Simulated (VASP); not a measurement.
# C in VASP: single point with PBE+D3(BJ)

Aim: the single point of C with PBE+D3(BJ).

Everything below comes from runs of VASP 6.6.1. Logs are shortened: lines on timing, memory, paths and dates and some standing lists are left out, and cuts for length are marked.

## (1) The cell of the first run

The cell holds a slab with vacuum, 9 atoms: a = 4.931 Å, b = 4.931 Å, c = 15.500 Å, α = 90.00°, β = 90.00°, γ = 120.00°.

## (2) Single point, PBE+D3(BJ), collinear spin

File INCAR:

```
PREC = Accurate
ENCUT = 520
EDIFF = 1E-6
ISMEAR = 0
SIGMA = 0.1
LREAL = False
LASPH = True
NELM = 150
ALGO = Normal
ISIF = 2
LWAVE = False
LCHARG = True
ISPIN = 2
MAGMOM = 0 0 0 0 0 0 0 0 2
LORBIT = 11
LDIPOL = True
IDIPOL = 3
DIPOL = 0.5 0.5 0.268
GGA = PE
IVDW = 12
LELF = True
LVHAR = True
LVACPOTAV = True
NBANDS = 32
```

File KPOINTS:

```
Automatic mesh
0
Gamma
  6 6 1
```

File POSCAR:

```
C
1.0
    4.9314011406     -0.0000000001      0.0000000000
   -2.4657005702      4.2707186640      0.0000000000
    0.0000000000      0.0000000000     15.5000000000
C
9
Direct
    0.1666666667      0.3333333333      0.2580645161
    0.1666666667      0.8333333333      0.2580645161
    0.6666666667      0.3333333333      0.2580645161
    0.6666666666      0.8333333333      0.2580645161
    0.3333333334      0.1666666667      0.2580645161
    0.3333333334      0.6666666667      0.2580645161
    0.8333333334      0.1666666667      0.2580645161
    0.8333333333      0.6666666667      0.2580645161
    0.2500000000      0.5000000000      0.3511249604
```

Potentials or basis: VASP PAW PBE potentials, release 64 (C).

The run is started by

```bash
$ cat potpaw_PBE.64/C/POTCAR > POTCAR
$ mpirun -np 1 vasp_std > vasp.out
```

OUTCAR:

```text
PREC = Accurate
   ENCUT = 520
   EDIFF = 1E-6
   ISMEAR = 0
   LREAL = False
   LASPH = True
   NELM = 150
   ISIF = 2
   ISPIN = 2
   LORBIT = 11
   GGA = PE
   IVDW = 12
 IVDW          = 12

 ion  position               nearest neighbor table
   1  0.167  0.333  0.258-   5 1.42   7 1.42   6 1.42   9 1.61
   2  0.167  0.833  0.258-   6 1.42   5 1.42   8 1.42
   3  0.667  0.333  0.258-   7 1.42   5 1.42   8 1.42
   4  0.667  0.833  0.258-   6 1.42   8 1.42   7 1.42
   5  0.333  0.167  0.258-   1 1.42   3 1.42   2 1.42
   6  0.333  0.667  0.258-   4 1.42   2 1.42   1 1.42   9 1.61
   7  0.833  0.167  0.258-   3 1.42   1 1.42   4 1.42
   8  0.833  0.667  0.258-   4 1.42   3 1.42   2 1.42
   9  0.250  0.500  0.351-   1 1.61   6 1.61

  LATTYP: Found a hexagonal cell.
 ALAT       =     4.9314011406
 C/A-ratio  =     3.1431229296

  Lattice vectors:

 A1 = (   4.9314011406,  -0.0000000001,   0.0000000000)
 A2 = (  -2.4657005702,   4.2707186640,   0.0000000000)
 A3 = (   0.0000000000,   0.0000000000,  15.5000000000)

Analysis of symmetry for initial positions (statically):
=====================================================================
 Subroutine PRICEL returns:
 Original cell was already a primitive cell.

 Routine SETGRP: Setting up the symmetry group for a
 hexagonal supercell.

 Subroutine GETGRP returns: Found  4 space group operations
 (whereof  2 operations were pure point group operations)
 out of a pool of 24 trial point group operations.

The static configuration has the point symmetry C_1h.
 The point group associated with its full space group is C_2v.

Analysis of symmetry for dynamics (positions and initial velocities):
=====================================================================
 Subroutine PRICEL returns:
 Original cell was already a primitive cell.

 Routine SETGRP: Setting up the symmetry group for a
 hexagonal supercell.

 Subroutine GETGRP returns: Found  4 space group operations
 (whereof  2 operations were pure point group operations)
 out of a pool of 24 trial point group operations.

The dynamic configuration has the point symmetry C_1h.
 The point group associated with its full space group is C_2v.

Analysis of structural, dynamic, and magnetic symmetry:
=====================================================================
 Subroutine PRICEL returns:
 Original cell was already a primitive cell.

 Routine SETGRP: Setting up the symmetry group for a
 hexagonal supercell.

 Subroutine GETGRP returns: Found  4 space group operations
 (whereof  2 operations were pure point group operations)
 out of a pool of 24 trial point group operations.

The overall configuration has the point symmetry C_1h.
 The point group associated with its full space group is C_2v.

 Subroutine INISYM returns: Found  4 space group operations
 (whereof  2 operations are pure point group operations),
 and found     1 'primitive' translations

----------------------------------------------------------------------------------------

                                     Primitive cell

  volume of cell :     326.4397

  direct lattice vectors                    reciprocal lattice vectors
     4.931401141 -0.000000000  0.000000000     0.202782124  0.117076314  0.000000000
    -2.465700570  4.270718664  0.000000000     0.000000000  0.234152628  0.000000000
     0.000000000  0.000000000 15.500000000     0.000000000  0.000000000  0.064516129

  length of vectors
     4.931401141  4.931401141 15.500000000     0.234152628  0.234152628  0.064516129

  position of ions in fractional coordinates (direct lattice)
     0.166666667  0.333333333  0.258064516
     0.166666667  0.833333333  0.258064516
     0.666666667  0.333333333  0.258064516
     0.666666667  0.833333333  0.258064516
     0.333333333  0.166666667  0.258064516
     0.333333333  0.666666667  0.258064516
     0.833333333  0.166666667  0.258064516
     0.833333333  0.666666667  0.258064516
     0.250000000  0.500000000  0.351124960

  ion indices of the primitive-cell ions
   primitive index   ion index
                 1           1
                 2           2
                 3           3
                 4           4
                 5           5
                 6           6
[... 56 lines left out ...]
   ICHARG =      2    charge: 1-file 2-atom 10-const
   ISPIN  =      2    spin polarized calculation?
   LNONCOLLINEAR =      F non collinear calculations
   LSORBIT =      F    spin-orbit coupling
   LASPH  =      T    aspherical Exc in radial PAW
   ENCUT  =  520.0 eV  38.22 Ry    6.18 a.u.   9.17  9.17 28.82*2*pi/ulx,y,z
   NELM   =    150;   NELMIN=  2; NELMDL= -5     # of ELM steps
   EDIFF  = 0.1E-05   stopping-criterion for ELM
   LREAL  =      F    real-space projection
   EDIFFG = 0.1E-04   stopping-criterion for IOM
   NSW    =      0    number of steps for IOM
   IBRION =     -1    ionic relax: 0-MD 1-quasi-New 2-CG
   NFREE  =      0    steps in history (QN), initial steepest desc. (CG)
   ISIF   =      2    stress and relaxation
   ISYM   =      2    0-nonsym 1-usesym 2-fastsym
   POTIM  = 0.5000    time-step for ionic-motion
   TEBEG  =    0.0;   TEEND  =   0.0 temperature during run
   PSTRESS=    0.0 pullay stress
   NELECT =      36.0000    total number of electrons
   NUPDOWN=      -1.0000    fix difference up-down
   EMIN   =  10.00;   EMAX   =-10.00  energy-range for DOS
   EFERMI =   0.00;   METHOD = LEGACY
   ISMEAR =     0;   SIGMA  =   0.10  broadening in eV -4-tet -1-fermi 0-gaus
   EFERMI_NEDOS =   21; number of points for ismear=-14 and -15
   IALGO  =     38    algorithm
   IMIX   =      4    mixing-type and parameters
     AMIX     =   0.40;   BMIX     =  1.00
     AMIX_MAG =   1.60;   BMIX_MAG =  1.00
  volume/ion in A,a.u.               =      36.27       244.77
  Fermi-wavevector in a.u.,A,eV,Ry     =   0.785069  1.483566  8.385731  0.616334
  Thomas-Fermi vector in A             =   1.889330
   LORBIT       =     11    0 simple, 1 ext, 2 COOP (PROOUT), +10 PAW based schemes
   GGA     = PE    functional components
   LHFCALC =     F    Hartree Fock is set to
   AEXX    =    0.0000 exact exchange contribution
   IVDW    =    12    specifies the selected vdW correction
   LEPSILON=     F    determine dielectric tensor
   LRPA    =     F    only Hartree local field effects (RPA)
 spin polarized calculation
 Gauss-broadening in eV      SIGMA  =   0.10
  energy-cutoff  :      520.00
  volume of cell :      326.44
 maximum number of plane-waves:      8828
 NGX is ok and might be reduce to    40
   NGX = 19   NGY = 19   NGZ = 57

 dipolmoment           0.000000      0.000000     -0.013687 electrons x Angstroem

 number of electron      35.9999996 magnetization       0.0430914

 dipolmoment           0.000000      0.000000      0.211153 electrons x Angstroem

 Free energy of the ion-electron system (eV)
  ---------------------------------------------------
  ext. energy  EPLUGINS =         0.00000000
  ---------------------------------------------------
  free energy    TOTEN  =       -76.38326668 eV

  energy without entropy =      -76.37029350  energy(sigma->0) =      -76.37678009

 E-fermi :  -2.6311     XC(G=0):  -3.1625

 val. band max:       -2.7436925141   @ k =   0.5000   0.3333   0.0000
 cond. band min:      -2.6303199225   @ k =   0.1667   0.0000   0.0000
 fundamental gap:      0.1133725916
 Fermi energy:        -2.6310514823

 spin component 1

 k-point     1 :       0.0000    0.0000    0.0000
  band No.  band energies     occupation
      1     -23.2084      1.00000
      2     -18.9669      1.00000
      3     -17.4687      1.00000
      4     -17.1947      1.00000
      5     -16.4712      1.00000
      6     -16.4133      1.00000
[... 418 lines left out ...]
     29       5.2717      0.00000
     30       5.2848      0.00000
 Fermi energy:        -2.6310514823

 spin component 2

 k-point     1 :       0.0000    0.0000    0.0000
  band No.  band energies     occupation
      1     -23.2032      1.00000
      2     -18.9583      1.00000
      3     -17.4671      1.00000
      4     -17.1950      1.00000
      5     -16.4677      1.00000
      6     -16.4107      1.00000
[... 418 lines left out ...]
     29       5.2313      0.00000
     30       5.2471      0.00000
 [bands above 30 left out]

------------------------ aborting loop because EDIFF is reached ----------------------------------------

 Edisp (eV)   -0.82278

 E8    (eV) :    -0.2567

  FORCE on cell =-STRESS in cart. coord.  units (eV):
  Direction    XX          YY          ZZ          XY          YZ          ZX
  --------------------------------------------------------------------------------------
  -------------------------------------------------------------------------------------
  Total       6.55838     3.66686     0.01890    -0.00000     0.00000     0.00000
  in kB      32.18876    17.99709     0.09278    -0.00000     0.00000     0.00000
  external pressure =       16.76 kB  Pullay stress =        0.00 kB

 VOLUME and BASIS-vectors are now :
 -----------------------------------------------------------------------------
  energy-cutoff  :      520.00
  volume of cell :      326.44
      direct lattice vectors                 reciprocal lattice vectors
     4.931401141 -0.000000000  0.000000000     0.202782124  0.117076314  0.000000000
    -2.465700570  4.270718664  0.000000000     0.000000000  0.234152628  0.000000000
     0.000000000  0.000000000 15.500000000     0.000000000  0.000000000  0.064516129

 POSITION                                       TOTAL-FORCE (eV/Angst)
 -----------------------------------------------------------------------------------
      0.00000      1.42357      4.00000        -0.000000     -1.084425      0.769106
     -1.23285      3.55893      4.00000        -1.551554      0.774541     -0.368416
      2.46570      1.42357      4.00000        -0.000000     -0.624993     -0.056483
      1.23285      3.55893      4.00000         1.551554      0.774541     -0.368416
      1.23285      0.71179      4.00000         1.551554     -0.774541     -0.368416
      0.00000      2.84715      4.00000         0.000000      1.084425      0.769106
      3.69855      0.71179      4.00000        -1.551554     -0.774541     -0.368416
      2.46570      2.84715      4.00000         0.000000      0.624993     -0.056483
      0.00000      2.13536      5.44244        -0.000000      0.000000      0.048418
 -----------------------------------------------------------------------------------
    total drift:                                0.000000     -0.000000     -0.000171

  FREE ENERGIE OF THE ION-ELECTRON SYSTEM (eV)
  ---------------------------------------------------
  free  energy   TOTEN  =       -77.2060499515 eV

  energy  without entropy=      -77.1930767721  energy(sigma->0) =      -77.19956336

 vacuum level on the upper side and lower side of the slab         3.303         1.489

 total charge

# of ion       s       p       d       tot
------------------------------------------
    1        0.859   1.856   0.000   2.715
    2        0.863   1.778   0.000   2.642
    3        0.860   1.787   0.000   2.647
    4        0.863   1.778   0.000   2.642
    5        0.863   1.778   0.000   2.642
    6        0.859   1.856   0.000   2.715
    7        0.863   1.778   0.000   2.642
    8        0.860   1.787   0.000   2.647
    9        1.026   1.169   0.000   2.196
--------------------------------------------------
tot          7.918  15.569   0.000  23.486

 magnetization (x)

# of ion       s       p       d       tot
------------------------------------------
    1       -0.000  -0.000   0.000  -0.000
    2        0.000  -0.000   0.000   0.000
    3        0.000   0.002   0.000   0.002
    4        0.000  -0.000   0.000   0.000
    5        0.000  -0.000   0.000   0.000
    6       -0.000  -0.000   0.000  -0.000
    7        0.000  -0.000   0.000   0.000
    8        0.000   0.002   0.000   0.002
    9        0.001   0.018   0.000   0.019
--------------------------------------------------
tot          0.002   0.021   0.000   0.023
```

Run time: 8 min. Hardware: 1 thread of Intel Xeon 6975P-C (Granite Rapids), shared host; peak memory 0.67 GiB.

Results:

| Property | Result |
| --- | --- |
| Free energy | -77.2060 eV |
| Largest force | 1.773 eV/Å |
| Net moment | 0.04 μB per cell |
| Valence electrons inside the program's atomic spheres | C 2.71, 2.64, 2.65, 2.20 |
| Dispersion energy per atom | -0.091 eV |

Forces in eV/Å, atoms in the order of the input:
```
C    0.000 -1.084  0.769
C   -1.552  0.775 -0.368
C    0.000 -0.625 -0.056
C    1.552  0.775 -0.368
C    1.552 -0.775 -0.368
C    0.000  1.084  0.769
C   -1.552 -0.775 -0.368
C    0.000  0.625 -0.056
C    0.000  0.000  0.048
```
